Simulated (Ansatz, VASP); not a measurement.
# One calculation of Hf, two programs

File INCAR:

```
PREC = Accurate
ENCUT = 400
EDIFF = 1E-6
ISMEAR = 1
SIGMA = 0.1
LREAL = False
LASPH = True
NELM = 120
ALGO = Normal
ISIF = 2
LWAVE = False
LCHARG = True
LDIPOL = True
IDIPOL = 3
DIPOL = 0.5 0.5 0.435
GGA = PE
IVDW = 12
LELF = True
LVHAR = True
LVACPOTAV = True
NBANDS = 22
GGA_COMPAT = False
NELMDL = -8
```

Contents of KPOINTS:

```
regular mesh
0
Gamma
  12 12 1
```

POSCAR

```
Hf
1.0
    3.0912746042      0.0000000000      0.0000000000
   -1.5456373021      2.6771223373      0.0000000000
    0.0000000000      0.0000000000     21.9067976071
Hf
3
Direct
    0.6666666667      0.3333333333      0.3195355216
    0.3333333333      0.6666666667      0.4303652295
    0.6666666667      0.3333333333      0.5542919660
```

Input for Ansatz:

```yaml
crystal:
  lattice:
    - [3.0912746042, 0.0, 0.0]
    - [-1.5456373021, 2.6771223373, 0.0]
    - [0.0, 0.0, 21.9067976071]
  atoms:
    - { symbol: Hf, position: [0.6666666667, 0.3333333333, 0.3195355216] }
    - { symbol: Hf, position: [0.3333333333, 0.6666666667, 0.4303652295] }
    - { symbol: Hf, position: [0.6666666667, 0.3333333333, 0.554291966] }
basis:
  ecutwfc: 420
kpoints:
  mp_grid: { grid: [12, 12, 1] }
hamiltonian:
  xc: pbe
  dispersion: d3bj
  pseudopotentials: { kind: paw, azcp: { folder: soft_1 } }
scf:
  occupations: { method: methfessel_paxton, width: 0.1 }
  n_extra_bands: 8
  max_iter: 160
output:
  forces: true
  eigenvalues: true
  write_density: true
  write_potential: true
  elf: true
  volumetric_format: npy
efield:
  axis: 3
  dipole_correction: true
```

Alike in both runs: task single point; functional PBE; dispersion D3(BJ); k mesh 12 × 12 × 1; occupations methfessel-paxton of order 1, width 0.1 eV; no spin polarisation.

```csv
,VASP,Ansatz
version,VASP 6.6.1,Ansatz 0.2.0
potentials or method,"VASP PAW PBE potentials, release 64 (Hf_pv), cutoff 400 eV","scalar-relativistic, plane waves, PAW"
valence electrons in the cell,30,78
```

Ansatz gave:

- gap on the k mesh at the Fermi level (eV): none
- rms of the force components (eV/Å): 0.289

**Question.** What did VASP give for the same quantities?

**Answer.** gap on the k mesh at the Fermi level (eV): none; rms of the force components (eV/Å): 0.286.

Atom by atom the forces differ by 0.019 eV/Å (rms over components). A gap of «none» marks a metal or a gap that the smearing closes. VASP's potentials hold 30 valence electrons a cell and Ansatz's 78, so a difference there can come from the potentials and not from the codes. Ansatz's warnings: xc potential rough in thin density.

Neither program's run includes spin-orbit coupling.
